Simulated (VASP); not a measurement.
# SiO2 (Ibam) in VASP: single point with PBE

Aim: the single point of SiO2 with PBE.

Program: VASP 6.6.1. These are calculated values, not measurements. Logs are shortened: lines on timing, memory, paths and dates and some standing lists are left out, and cuts for length are marked.

## 1. The cell of the first run

It takes space group Ibam (No. 72, orthorhombic). The conventional cell has a = 4.720 Å, b = 8.360 Å, c = 5.160 Å, α = 90.00°, β = 90.00°, γ = 90.00°. Si (site symmetry 222) has 4 O at 1.87 Å within 2.5 Å. O (site symmetry m) has 2 Si at 1.87 Å within 2.5 Å.

## 2. Single point, PBE

File INCAR:

```
PREC     = Accurate       # precision mode
ENCUT    = 520            # plane-wave cutoff, eV
EDIFF    = 1E-6           # SCF threshold, eV
ISMEAR   = -1             # smearing method
SIGMA    = 0.03           # smearing width, eV
LREAL    = F              # projectors in reciprocal space
LASPH    = T              # aspherical terms in the spheres
NELM     = 60             # most SCF steps
ALGO     = Normal         # electronic algorithm
ISIF     = 2              # what is computed and relaxed
LWAVE    = F              # write WAVECAR
LCHARG   = T              # write CHGCAR
GGA      = PE             # functional
LELF     = T              # ELF
LVHAR    = T            
NBANDS   = 25             # bands
ISYM     = 0
```

File KPOINTS:

```
regular mesh
0
Gamma
  5 7 6
```

File POSCAR:

```
SiO2
1.0
   -2.3600000000      4.1800000000      2.5800000000
    2.3600000000     -4.1800000000      2.5800000000
    2.3600000000      4.1800000000     -2.5800000000
Si O
2 4
Direct
    0.7500000000      0.7500000000      0.0000000000
    0.2500000000      0.2500000000      0.0000000000
    0.8900000000      0.7910000000      0.6810000000
    0.3900000000      0.7090000000      0.0990000000
    0.6100000000      0.2910000000      0.9010000000
    0.1100000000      0.2090000000      0.3190000000
```

Potentials or basis: VASP PAW PBE potentials, release 64 (Si, O).

Command:

```console
$ cat potpaw_PBE.64/Si/POTCAR potpaw_PBE.64/O/POTCAR > POTCAR
$ mpirun -np 1 vasp_std > vasp.out
```

OUTCAR:

```text
PREC = Accurate
   ENCUT = 520
   EDIFF = 1E-6
   ISMEAR = -1
   LREAL = F
   LASPH = T
   NELM = 60
   ISIF = 2
   GGA = PE
   ISYM = 0

 ion  position               nearest neighbor table
   1  0.750  0.750  0.000-   4 1.87   3 1.87   6 1.87   5 1.87   2 2.58   2 2.58
   2  0.250  0.250  0.000-   5 1.87   6 1.87   3 1.87   4 1.87   1 2.58   1 2.58
   3  0.890  0.791  0.681-   1 1.87   2 1.87
   4  0.390  0.709  0.099-   1 1.87   2 1.87
   5  0.610  0.291  0.901-   2 1.87   1 1.87
   6  0.110  0.209  0.319-   2 1.87   1 1.87

IMPORTANT INFORMATION: All symmetrisations will be switched off!
NOSYMM: (Re-)initialisation of all symmetry stuff for point group C_1.

----------------------------------------------------------------------------------------

                                     Primitive cell

  volume of cell :     101.8047

  direct lattice vectors                    reciprocal lattice vectors
    -2.360000000  4.180000000  2.580000000     0.000000000  0.119617225  0.193798450
     2.360000000 -4.180000000  2.580000000     0.211864407  0.000000000  0.193798450
     2.360000000  4.180000000 -2.580000000     0.211864407  0.119617225  0.000000000

  length of vectors
     5.449623840  5.449623840  5.449623840     0.227741344  0.287131270  0.243299830

  position of ions in fractional coordinates (direct lattice)
     0.750000000  0.750000000  0.000000000
     0.250000000  0.250000000  0.000000000
     0.890000000  0.791000000  0.681000000
     0.390000000  0.709000000  0.099000000
     0.610000000  0.291000000  0.901000000
     0.110000000  0.209000000  0.319000000

  ion indices of the primitive-cell ions
   primitive index   ion index
                 1           1
                 2           2
                 3           3
                 4           4
                 5           5
                 6           6

----------------------------------------------------------------------------------------

 KPOINTS: regular mesh

Automatic generation of k-mesh.
 Grid dimensions read from file:
 generate k-points for:    5    7    6

 Generating k-lattice:

  Cartesian coordinates                     Fractional coordinates (reciprocal lattice)
     0.000000000  0.023923445  0.038759690     0.200000000  0.000000000 -0.000000000
     0.030266344  0.000000000  0.027685493     0.000000000  0.142857143  0.000000000
     0.035310734  0.019936204  0.000000000     0.000000000  0.000000000  0.166666667

  Length of vectors
     0.045548269  0.041018753  0.040549972

  Shift w.r.t. Gamma in fractional coordinates (k-lattice)
     0.000000000  0.000000000  0.000000000

 -----------------------------------------------------------------------------
|                                                                             |
|           W    W    AA    RRRRR   N    N  II  N    N   GGGG   !!!           |
|           W    W   A  A   R    R  NN   N  II  NN   N  G    G  !!!           |
|           W    W  A    A  R    R  N N  N  II  N N  N  G       !!!           |
|           W WW W  AAAAAA  RRRRR   N  N N  II  N  N N  G  GGG   !            |
|           WW  WW  A    A  R   R   N   NN  II  N   NN  G    G                |
|           W    W  A    A  R    R  N    N  II  N    N   GGGG   !!!           |
|                                                                             |
|     Your reciprocal lattice and k-lattice belong to different lattice       |
|     classes:                                                                |
|                                                                             |
|        The reciprocal lattice is face-centered orthorhombic,                |
|        whereas your k-lattice is triclinic.                                 |
|                                                                             |
|     Results are often still useful ...                                      |
|                                                                             |
 -----------------------------------------------------------------------------

 WARNING: IBZKPT: internal override: KBLOWUP is changed to .FALSE.
      ... skipping the blow-up phase ...

 Subroutine IBZKPT returns following result:
 ===========================================

 Found    106 irreducible k-points:

 Following reciprocal coordinates:
            Coordinates               Weight
  0.000000  0.000000  0.000000      1.000000
  0.200000  0.000000  0.000000      2.000000
  0.400000  0.000000  0.000000      2.000000
  0.000000  0.142857 -0.000000      2.000000
  0.200000  0.142857  0.000000      2.000000
  0.400000  0.142857  0.000000      2.000000
[... 16 lines left out ...]
 -0.200000 -0.000000  0.166667      2.000000
  0.000000  0.142857  0.166667      2.000000
 [... further k-points ...]
   k-points           NKPTS =    106   k-points in BZ     NKDIM =    106   number of bands    NBANDS=     25
   number of dos      NEDOS =    301   number of ions     NIONS =      6
   total plane-waves  NPLWV =  74088
   dimension x,y,z NGX =    42 NGY =   42 NGZ =   42
   dimension x,y,z NGXF=    84 NGYF=   84 NGZF=   84
   ions per type =               2   4
   NGX,Y,Z   is equivalent  to a cutoff of  12.81, 12.81, 12.81 a.u.
   NGXF,Y,Z  is equivalent  to a cutoff of  25.62, 25.62, 25.62 a.u.
 SYSTEM =  unknown system
   PREC   = accura    normal or accurate (medium, high low for compatibility)
   ISTART =      0    job   : 0-new  1-cont  2-samecut
   ICHARG =      2    charge: 1-file 2-atom 10-const
   ISPIN  =      1    spin polarized calculation?
   LNONCOLLINEAR =      F non collinear calculations
   LSORBIT =      F    spin-orbit coupling
   LASPH  =      T    aspherical Exc in radial PAW
   ENCUT  =  520.0 eV  38.22 Ry    6.18 a.u.  10.13 10.13 10.13*2*pi/ulx,y,z
   NELM   =     60;   NELMIN=  2; NELMDL= -5     # of ELM steps
   EDIFF  = 0.1E-05   stopping-criterion for ELM
   LREAL  =      F    real-space projection
   EDIFFG = 0.1E-04   stopping-criterion for IOM
   NSW    =      0    number of steps for IOM
   IBRION =     -1    ionic relax: 0-MD 1-quasi-New 2-CG
   NFREE  =      0    steps in history (QN), initial steepest desc. (CG)
   ISIF   =      2    stress and relaxation
   ISYM   =      0    0-nonsym 1-usesym 2-fastsym
   POTIM  = 0.5000    time-step for ionic-motion
   TEBEG  =    0.0;   TEEND  =   0.0 temperature during run
   PSTRESS=    0.0 pullay stress
   NELECT =      32.0000    total number of electrons
   NUPDOWN=      -1.0000    fix difference up-down
   EMIN   =  10.00;   EMAX   =-10.00  energy-range for DOS
   EFERMI =   0.00;   METHOD = LEGACY
   ISMEAR =    -1;   SIGMA  =   0.03  broadening in eV -4-tet -1-fermi 0-gaus
   EFERMI_NEDOS =   21; number of points for ismear=-14 and -15
   IALGO  =     38    algorithm
   IMIX   =      4    mixing-type and parameters
     AMIX     =   0.40;   BMIX     =  1.00
     AMIX_MAG =   1.60;   BMIX_MAG =  1.00
  volume/ion in A,a.u.               =      16.97       114.50
  Fermi-wavevector in a.u.,A,eV,Ry     =   1.113103  2.103460 16.857606  1.238999
  Thomas-Fermi vector in A             =   2.249685
   LORBIT       =      0    0 simple, 1 ext, 2 COOP (PROOUT), +10 PAW based schemes
   GGA     = PE    functional components
   LHFCALC =     F    Hartree Fock is set to
   AEXX    =    0.0000 exact exchange contribution
   IVDW    =     0    specifies the selected vdW correction
   LEPSILON=     F    determine dielectric tensor
   LRPA    =     F    only Hartree local field effects (RPA)
 non-spin polarized calculation
  energy-cutoff  :      520.00
  volume of cell :      101.80
 maximum number of plane-waves:      2761
 NGX is ok and might be reduce to    42
   NGX = 21   NGY = 21   NGZ = 21

 number of electron      31.9999999 magnetization

 Free energy of the ion-electron system (eV)
  ---------------------------------------------------
  ext. energy  EPLUGINS =         0.00000000
  ---------------------------------------------------
  free energy    TOTEN  =       -41.93788784 eV

  energy without entropy =      -41.93788784  energy(sigma->0) =      -41.93788784

 E-fermi :  -0.0553     XC(G=0):  -8.1416

 val. band max:       -0.7477386914   @ k =  -0.2000   0.1429   0.3333
 cond. band min:       2.0091815600   @ k =   0.0000   0.0000   0.0000
 fundamental gap:      2.7569202514
 Fermi energy:        -0.0552747090

 k-point     1 :       0.0000    0.0000    0.0000
  band No.  band energies     occupation
      1     -18.7154      2.00000
      2     -17.6779      2.00000
      3     -17.1124      2.00000
      4     -17.0156      2.00000
      5      -6.9452      2.00000
      6      -5.6937      2.00000
[... 17 lines left out ...]
     24      10.3688      0.00000
     25      10.7152      0.00000

 k-point     2 :       0.2000    0.0000    0.0000
  band No.  band energies     occupation
      1     -18.6218      2.00000
      2     -17.7821      2.00000
      3     -17.1120      2.00000
      4     -17.0334      2.00000
      5      -6.8209      2.00000
      6      -5.7380      2.00000
[... 17 lines left out ...]
     24       9.5539      0.00000
     25      10.8660      0.00000

 k-point     3 :       0.4000    0.0000    0.0000
  band No.  band energies     occupation
      1     -18.3711      2.00000
      2     -18.0501      2.00000
      3     -17.1017      2.00000
      4     -17.0715      2.00000
      5      -6.4450      2.00000
      6      -5.9836      2.00000
[... 17 lines left out ...]
     24       8.2181      0.00000
     25      10.9524      0.00000

 k-point     4 :       0.0000    0.1429   -0.0000
  band No.  band energies     occupation
      1     -18.6569      2.00000
      2     -17.7276      2.00000
      3     -17.1248      2.00000
      4     -17.0288      2.00000
      5      -6.8673      2.00000
      6      -5.7187      2.00000
[... 17 lines left out ...]
     24       9.9915      0.00000
     25      11.0218      0.00000

 k-point     5 :       0.2000    0.1429    0.0000
  band No.  band energies     occupation
      1     -18.4575      2.00000
      2     -17.9475      2.00000
      3     -17.1232      2.00000
      4     -17.0539      2.00000
      5      -6.5819      2.00000
      6      -5.8790      2.00000
[... 17 lines left out ...]
     24       8.5293      0.00000
     25      10.8722      0.00000

 k-point     6 :       0.4000    0.1429    0.0000
  band No.  band energies     occupation
      1     -18.2546      2.00000
      2     -18.1506      2.00000
      3     -17.1066      2.00000
      4     -17.0909      2.00000
      5      -6.2935      2.00000
      6      -6.1564      2.00000
[... 17 lines left out ...]
     24       8.1993      0.00000
     25      11.1964      0.00000
[... 393 lines left out ...]
 k-point    21 :       0.4000    0.0000    0.1667
  band No.  band energies     occupation
      1     -18.3360      2.00000
      2     -18.0582      2.00000
      3     -17.1066      2.00000
      4     -17.0979      2.00000
      5      -6.4365      2.00000
      6      -6.0496      2.00000
[... 17 lines left out ...]
     24       8.4646      0.00000
     25      11.1180      0.00000

 k-point    22 :      -0.4000   -0.0000    0.1667
  band No.  band energies     occupation
      1     -18.3745      2.00000
      2     -18.0282      2.00000
      3     -17.1243      2.00000
      4     -17.0660      2.00000
      5      -6.4718      2.00000
      6      -5.9773      2.00000
[... 17 lines left out ...]
     24       8.2075      0.00000
     25      10.9275      0.00000

 k-point    23 :      -0.2000   -0.0000    0.1667
  band No.  band energies     occupation
      1     -18.6112      2.00000
      2     -17.7742      2.00000
      3     -17.1287      2.00000
      4     -17.0360      2.00000
      5      -6.8038      2.00000
      6      -5.7482      2.00000
[... 17 lines left out ...]
     24       9.6201      0.00000
     25      10.8566      0.00000

 k-point    24 :       0.0000    0.1429    0.1667
  band No.  band energies     occupation
      1     -18.6068      2.00000
      2     -17.7248      2.00000
      3     -17.1562      2.00000
      4     -17.0627      2.00000
      5      -6.8613      2.00000
      6      -5.7427      2.00000
[... 17 lines left out ...]
     24      10.1231      0.00000
     25      10.7125      0.00000

 [... further k-points ...]
[... 5 lines left out ...]
  --------------------------------------------------------------------------------------
  -------------------------------------------------------------------------------------
  Total      -13.2336067    -11.6069542    -23.2448785     -0.0000985     -0.0000195     -0.0000353
  in kB     -208.2671737   -182.6673254   -365.8220512     -0.0015506     -0.0003070     -0.0005552
  external PRESSURE =    -252.2521834 kB  Pullay stress =       0.0000000 kB

 VOLUME and BASIS-vectors are now :
 -----------------------------------------------------------------------------
  energy-cutoff  :      520.00
  volume of cell :      101.80
      direct lattice vectors                 reciprocal lattice vectors
    -2.360000000  4.180000000  2.580000000     0.000000000  0.119617225  0.193798450
     2.360000000 -4.180000000  2.580000000     0.211864407  0.000000000  0.193798450
     2.360000000  4.180000000 -2.580000000     0.211864407  0.119617225  0.000000000

 POSITION                                       TOTAL-FORCE (eV/Angst)
 -----------------------------------------------------------------------------------
      0.00000      0.00000      3.87000        -0.000013     -0.000001     -0.000003
      0.00000      0.00000      1.29000        -0.000013      0.000001      0.000003
      1.37352      3.26040      2.58000         3.440320      3.096270      0.000001
      0.98648     -0.91960      2.58000        -3.440313      3.096232      0.000001
      1.37352      5.09960     -0.00000         3.440327     -3.096271     -0.000000
      0.98648      0.91960      0.00000        -3.440308     -3.096230     -0.000002
 -----------------------------------------------------------------------------------
    total drift:                                0.000109     -0.000003      0.000000

  FREE ENERGIE OF THE ION-ELECTRON SYSTEM (eV)
  ---------------------------------------------------
  free  energy   TOTEN  =       -41.9378878391 eV

  energy  without entropy=      -41.9378878391  energy(sigma->0) =      -41.93788784
```

Run time: 3.9 min. Hardware: 1 thread of Intel Xeon Platinum 8488C (Sapphire Rapids), shared host; peak memory 0.38 GiB.

Results:

- Free energy: -41.9379 eV
- Pressure: -25.2 GPa
- Largest force: 4.628 eV/Å
- Band gap on the k mesh: 2.76 eV, indirect (least direct gap 3.12 eV)

Forces on the atoms (eV/Å):
```
Si   0.000  0.000  0.000
Si   0.000  0.000  0.000
O    3.440  3.096  0.000
O   -3.440  3.096  0.000
O    3.440 -3.096  0.000
O   -3.440 -3.096  0.000
```

Stress tensor (GPa, compression positive):
```
-20.83   0.00   0.00
  0.00 -18.27   0.00
  0.00   0.00 -36.58
```

Levels at points of the mesh, in eV from the valence-band top:
| k point | band 12 | band 13 | band 14 | band 15 | band 16 | band 17 | band 18 | band 19 | band 20 | band 21 |
| --- | --- | --- | --- | --- | --- | --- | --- | --- | --- | --- |
| (0.00, 0.00, 0.00) | -1.81 | -1.24 | -0.70 | -0.65 | -0.36 | 2.76 | 6.21 | 6.46 | 7.11 | 8.26 |
| (0.00, 0.00, 0.50) | -2.03 | -1.15 | -0.78 | -0.73 | -0.01 | 4.14 | 6.36 | 6.54 | 6.87 | 8.14 |

Caveat: forces of over 1 eV/Å act on the atoms, so gaps and moduli don't describe the material at rest. A k mesh can miss the band edges.
